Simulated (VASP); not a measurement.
# CdOs2 (I4/mmm) in VASP: single point with PBE

Aim: the single point of CdOs2 with PBE.

All numbers are computed with VASP 6.6.1; they aren't measurements. Logs are shortened: lines on timing, memory, paths and dates and some standing lists are left out, and cuts for length are marked.

## (1) The cell of the first run

It takes space group I4/mmm (No. 139, tetragonal). Conventional cell: a = 2.846 Å, b = 2.846 Å, c = 12.074 Å, α = 90.00°, β = 90.00°, γ = 90.00°. Within 4.1 Å of Cd (site symmetry 4/mmm) lie 8 Cd at 2.85 to 4.02 Å and 10 Os at 3.00 to 3.81 Å. Os (site symmetry 4mm) has 8 Os at 2.57 to 2.85 Å and 4 Cd at 3.00 Å within 3.4 Å.

## (2) Single point, PBE

INCAR reads:

```
SYSTEM = CdOs2
PREC = Accurate
ENCUT = 630
EDIFF = 1E-6
ISMEAR = 0
SIGMA = 0.1
LREAL = .FALSE.
LASPH = .TRUE.
NELM = 120
ALGO = Normal
ISIF = 2
LWAVE = .FALSE.
LCHARG = .TRUE.
GGA = PE
LELF = .TRUE.
LVHAR = .TRUE.
NBANDS = 33
GGA_COMPAT = .FALSE.
```

KPOINTS reads:

```
Automatic mesh
0
G
  8 8 8
  0 0 0
```

POSCAR reads:

```
CdOs2
1.0
   -1.4229566280      1.4229566280      6.0370333498
    1.4229566280     -1.4229566280      6.0370333498
    1.4229566280      1.4229566280     -6.0370333498
Cd Os
1 2
Direct
    0.0000000000      0.0000000000      0.0000000000
    0.6841055308      0.6841055308      0.0000000000
    0.3158944692      0.3158944692      0.0000000000
```

Potentials or basis: VASP PAW PBE potentials, release 64 (Cd_sv_GW, Os_sv_GW).

Run with:

```bash
cat potpaw_PBE.64/Cd_sv_GW/POTCAR potpaw_PBE.64/Os_sv_GW/POTCAR > POTCAR
mpirun -np 1 vasp_std > vasp.out
```

OUTCAR:

```text
SYSTEM = CdOs2
   PREC = Accurate
   ENCUT = 630
   EDIFF = 1E-6
   ISMEAR = 0
   LREAL = .FALSE.
   LASPH = .TRUE.
   NELM = 120
   ISIF = 2
   GGA = PE

 ion  position               nearest neighbor table
   1  0.000  0.000  0.000-
   2  0.684  0.684  0.000-   3 2.57   3 2.57   3 2.57   3 2.57
   3  0.316  0.316  0.000-   2 2.57   2 2.57   2 2.57   2 2.57

  LATTYP: Found a body centered tetragonal cell.
 ALAT       =     2.8459132560
 C/A-ratio  =     4.2425982852

  Lattice vectors:

 A1 = (  -1.4229566280,   1.4229566280,   6.0370333498)
 A2 = (   1.4229566280,  -1.4229566280,   6.0370333498)
 A3 = (   1.4229566280,   1.4229566280,  -6.0370333498)

Analysis of symmetry for initial positions (statically):
=====================================================================
 Subroutine PRICEL returns:
 Original cell was already a primitive cell.

 Routine SETGRP: Setting up the symmetry group for a
 body centered tetragonal supercell.

 Subroutine GETGRP returns: Found 16 space group operations
 (whereof 16 operations were pure point group operations)
 out of a pool of 16 trial point group operations.

The static configuration has the point symmetry D_4h.

Analysis of symmetry for dynamics (positions and initial velocities):
=====================================================================
 Subroutine PRICEL returns:
 Original cell was already a primitive cell.

 Routine SETGRP: Setting up the symmetry group for a
 body centered tetragonal supercell.

 Subroutine GETGRP returns: Found 16 space group operations
 (whereof 16 operations were pure point group operations)
 out of a pool of 16 trial point group operations.

The dynamic configuration has the point symmetry D_4h.

 Subroutine INISYM returns: Found 16 space group operations
 (whereof 16 operations are pure point group operations),
 and found     1 'primitive' translations

----------------------------------------------------------------------------------------

                                     Primitive cell

  volume of cell :      48.8953

  direct lattice vectors                    reciprocal lattice vectors
    -1.422956628  1.422956628  6.037033350     0.000000000  0.351381054  0.082822136
     1.422956628 -1.422956628  6.037033350     0.351381054  0.000000000  0.082822136
     1.422956628  1.422956628 -6.037033350     0.351381054  0.351381054  0.000000000

  length of vectors
     6.363598259  6.363598259  6.363598259     0.361009905  0.361009905  0.496927852

  position of ions in fractional coordinates (direct lattice)
     0.000000000  0.000000000  0.000000000
     0.684105531  0.684105531  0.000000000
     0.315894469  0.315894469  0.000000000

  ion indices of the primitive-cell ions
   primitive index   ion index
                 1           1
                 2           2
                 3           3

----------------------------------------------------------------------------------------

 KPOINTS: Automatic mesh

Automatic generation of k-mesh.
 Grid dimensions read from file:
 generate k-points for:    8    8    8

 Generating k-lattice:

  Cartesian coordinates                     Fractional coordinates (reciprocal lattice)
     0.000000000  0.043922632  0.010352767     0.125000000 -0.000000000  0.000000000
     0.043922632  0.000000000  0.010352767    -0.000000000  0.125000000  0.000000000
     0.043922632  0.043922632  0.000000000     0.000000000  0.000000000  0.125000000

  Length of vectors
     0.045126238  0.045126238  0.062115982

  Shift w.r.t. Gamma in fractional coordinates (k-lattice)
     0.000000000  0.000000000  0.000000000

 Subroutine IBZKPT returns following result:
 ===========================================

 Found     59 irreducible k-points:

 Following reciprocal coordinates:
            Coordinates               Weight
  0.000000  0.000000  0.000000      1.000000
  0.125000  0.000000  0.000000      8.000000
  0.250000  0.000000  0.000000      8.000000
  0.375000  0.000000  0.000000      8.000000
  0.500000  0.000000  0.000000      4.000000
  0.125000  0.125000  0.000000      8.000000
[... 16 lines left out ...]
  0.250000  0.125000  0.125000     16.000000
  0.375000  0.125000  0.125000      8.000000
 [... further k-points ...]
   k-points           NKPTS =     59   k-points in BZ     NKDIM =     59   number of bands    NBANDS=     33
   number of dos      NEDOS =    301   number of ions     NIONS =      3
   total plane-waves  NPLWV = 157464
   dimension x,y,z NGX =    54 NGY =   54 NGZ =   54
   dimension x,y,z NGXF=   108 NGYF=  108 NGZF=  108
   ions per type =               1   2
   NGX,Y,Z   is equivalent  to a cutoff of  14.11, 14.11, 14.11 a.u.
   NGXF,Y,Z  is equivalent  to a cutoff of  28.21, 28.21, 28.21 a.u.
 SYSTEM =  CdOs2
   PREC   = accura    normal or accurate (medium, high low for compatibility)
   ISTART =      0    job   : 0-new  1-cont  2-samecut
   ICHARG =      2    charge: 1-file 2-atom 10-const
   ISPIN  =      1    spin polarized calculation?
   LNONCOLLINEAR =      F non collinear calculations
   LSORBIT =      F    spin-orbit coupling
   LASPH  =      T    aspherical Exc in radial PAW
   ENCUT  =  630.0 eV  46.30 Ry    6.80 a.u.  13.02 13.02 13.02*2*pi/ulx,y,z
   NELM   =    120;   NELMIN=  2; NELMDL= -5     # of ELM steps
   EDIFF  = 0.1E-05   stopping-criterion for ELM
   LREAL  =      F    real-space projection
   EDIFFG = 0.1E-04   stopping-criterion for IOM
   NSW    =      0    number of steps for IOM
   IBRION =     -1    ionic relax: 0-MD 1-quasi-New 2-CG
   NFREE  =      0    steps in history (QN), initial steepest desc. (CG)
   ISIF   =      2    stress and relaxation
   ISYM   =      2    0-nonsym 1-usesym 2-fastsym
   POTIM  = 0.5000    time-step for ionic-motion
   TEBEG  =    0.0;   TEEND  =   0.0 temperature during run
   PSTRESS=    0.0 pullay stress
   NELECT =      52.0000    total number of electrons
   NUPDOWN=      -1.0000    fix difference up-down
   EMIN   =  10.00;   EMAX   =-10.00  energy-range for DOS
   EFERMI =   0.00;   METHOD = LEGACY
   ISMEAR =     0;   SIGMA  =   0.10  broadening in eV -4-tet -1-fermi 0-gaus
   EFERMI_NEDOS =   21; number of points for ismear=-14 and -15
   IALGO  =     38    algorithm
   IMIX   =      4    mixing-type and parameters
     AMIX     =   0.40;   BMIX     =  1.00
     AMIX_MAG =   1.60;   BMIX_MAG =  1.00
  volume/ion in A,a.u.               =      16.30       109.99
  Fermi-wavevector in a.u.,A,eV,Ry     =   1.671041  3.157809 37.992588  2.792376
  Thomas-Fermi vector in A             =   2.756433
   LORBIT       =      0    0 simple, 1 ext, 2 COOP (PROOUT), +10 PAW based schemes
   GGA     = PE    functional components
   LHFCALC =     F    Hartree Fock is set to
   AEXX    =    0.0000 exact exchange contribution
   IVDW    =     0    specifies the selected vdW correction
   LEPSILON=     F    determine dielectric tensor
   LRPA    =     F    only Hartree local field effects (RPA)
 non-spin polarized calculation
 Gauss-broadening in eV      SIGMA  =   0.10
  energy-cutoff  :      630.00
  volume of cell :       48.90
 maximum number of plane-waves:      1788
 NGX is ok and might be reduce to    54
   NGX = 25   NGY = 25   NGZ = 25

 number of electron      51.9999996 magnetization

 Free energy of the ion-electron system (eV)
  ---------------------------------------------------
  ext. energy  EPLUGINS =         0.00000000
  ---------------------------------------------------
  free energy    TOTEN  =       -24.56616783 eV

  energy without entropy =      -24.55358065  energy(sigma->0) =      -24.55987424

 E-fermi :  10.4162     XC(G=0): -13.3536

 val. band max:       10.4148395815   @ k =  -0.3750   0.5000   0.2500
 cond. band min:      10.4347406232   @ k =  -0.3750   0.3750   0.0000
 fundamental gap:      0.0199010417
 Fermi energy:        10.4162145567

 k-point     1 :       0.0000    0.0000    0.0000
  band No.  band energies     occupation
      1     -92.1779      2.00000
      2     -75.9989      2.00000
      3     -75.8680      2.00000
      4     -53.2009      2.00000
      5     -53.2009      2.00000
      6     -53.1890      2.00000
[... 25 lines left out ...]
     32      23.1395      0.00000
     33      23.2809      0.00000

 k-point     2 :       0.1250    0.0000    0.0000
  band No.  band energies     occupation
      1     -92.1773      2.00000
      2     -75.9918      2.00000
      3     -75.8708      2.00000
      4     -53.2104      2.00000
      5     -53.2003      2.00000
      6     -53.1882      2.00000
[... 25 lines left out ...]
     32      21.3053      0.00000
     33      21.3848      0.00000

 k-point     3 :       0.2500    0.0000    0.0000
  band No.  band energies     occupation
      1     -92.1758      2.00000
      2     -75.9717      2.00000
      3     -75.8790      2.00000
      4     -53.2329      2.00000
      5     -53.1986      2.00000
      6     -53.1863      2.00000
[... 25 lines left out ...]
     32      18.6040      0.00000
     33      22.0944      0.00000

 k-point     4 :       0.3750    0.0000    0.0000
  band No.  band energies     occupation
      1     -92.1743      2.00000
      2     -75.9447      2.00000
      3     -75.8944      2.00000
      4     -53.2555      2.00000
      5     -53.1969      2.00000
      6     -53.1844      2.00000
[... 25 lines left out ...]
     32      16.3946      0.00000
     33      21.2120      0.00000

 k-point     5 :       0.5000    0.0000    0.0000
  band No.  band energies     occupation
      1     -92.1737      2.00000
      2     -75.9170      2.00000
      3     -75.9170      2.00000
      4     -53.2648      2.00000
      5     -53.1962      2.00000
      6     -53.1836      2.00000
[... 604 lines left out ...]
 k-point    22 :       0.1250    0.1250    0.1250
  band No.  band energies     occupation
      1     -92.1737      2.00000
      2     -75.9498      2.00000
      3     -75.8842      2.00000
      4     -53.2306      2.00000
      5     -53.2301      2.00000
      6     -53.1837      2.00000
[... 25 lines left out ...]
     32      17.8448      0.00000
     33      20.4861      0.00000

 k-point    23 :       0.2500    0.1250    0.1250
  band No.  band energies     occupation
      1     -92.1722      2.00000
      2     -75.9289      2.00000
      3     -75.8933      2.00000
      4     -53.2527      2.00000
      5     -53.2285      2.00000
      6     -53.1818      2.00000
[... 25 lines left out ...]
     32      17.5771      0.00000
     33      19.3075      0.00000

 k-point    24 :       0.3750    0.1250    0.1250
  band No.  band energies     occupation
      1     -92.1716      2.00000
      2     -75.9086      2.00000
      3     -75.9086      2.00000
      4     -53.2620      2.00000
      5     -53.2277      2.00000
      6     -53.1810      2.00000
[... 25 lines left out ...]
     32      17.6505      0.00000
     33      18.8729      0.00000

 [... further k-points ...]

------------------------ aborting loop because EDIFF is reached ----------------------------------------

  FORCE on cell =-STRESS in cart. coord.  units (eV):
  Direction    XX          YY          ZZ          XY          YZ          ZX
  --------------------------------------------------------------------------------------
  -------------------------------------------------------------------------------------
  Total       -0.1842738     -0.1842738      0.0129668      0.0000000     -0.0000000      0.0000000
  in kB       -6.0381980     -6.0381980      0.4248912      0.0000000     -0.0000000      0.0000000
  external PRESSURE =      -3.8838349 kB  Pullay stress =       0.0000000 kB

 VOLUME and BASIS-vectors are now :
 -----------------------------------------------------------------------------
  energy-cutoff  :      630.00
  volume of cell :       48.90
      direct lattice vectors                 reciprocal lattice vectors
    -1.422956628  1.422956628  6.037033350     0.000000000  0.351381054  0.082822136
     1.422956628 -1.422956628  6.037033350     0.351381054  0.000000000  0.082822136
     1.422956628  1.422956628 -6.037033350     0.351381054  0.351381054  0.000000000

 POSITION                                       TOTAL-FORCE (eV/Angst)
 -----------------------------------------------------------------------------------
      0.00000      0.00000      0.00000         0.000000      0.000000      0.000000
      0.00000      0.00000      8.25994         0.000000      0.000000      0.004412
      0.00000      0.00000      3.81413        -0.000000     -0.000000     -0.004412
 -----------------------------------------------------------------------------------
    total drift:                               -0.000000     -0.000000      0.000000

  FREE ENERGIE OF THE ION-ELECTRON SYSTEM (eV)
  ---------------------------------------------------
  free  energy   TOTEN  =       -24.5661678271 eV

  energy  without entropy=      -24.5535806487  energy(sigma->0) =      -24.55987424
```

Run time: 7.3 min. Hardware: 1 thread of Intel Xeon Platinum 8259CL at 2.50GHz (Skylake/Cascade Lake), shared host; peak memory 0.48 GiB.

What came out:

```yaml
Free_energy: -24.5662 eV
Pressure: -0.4 GPa
Largest_force: 0.004 eV/Å
Band_gap_on_the_k_mesh: zero (bands 26 and 27 overlap by 2.70 eV)
```

Forces in eV/Å, atoms in the order of the input:
```
Cd   0.000  0.000  0.000
Os   0.000  0.000  0.004
Os   0.000  0.000 -0.004
```

Levels at points of the mesh, in eV from the Fermi level:
```
           k point  band 23  band 24  band 25  band 26  band 27  band 28  band 29  band 30
(0.00, 0.00, 0.00)    -2.53    -2.17    -2.17    -0.69     0.92     0.92     1.26     2.00
(0.50, 0.00, 0.00)    -2.89    -2.30    -2.27    -0.91     1.49     1.63     1.72     2.91
(0.50, 0.50, 0.00)    -0.30     0.39     0.48     1.02     2.31     2.31     4.00     5.09
(0.50, 0.50, 0.50)    -2.31    -2.31    -1.03    -0.70     1.24     1.24     2.02     2.61
```

Caveat: spin-orbit coupling is left out, which moves the levels of the heavy elements.
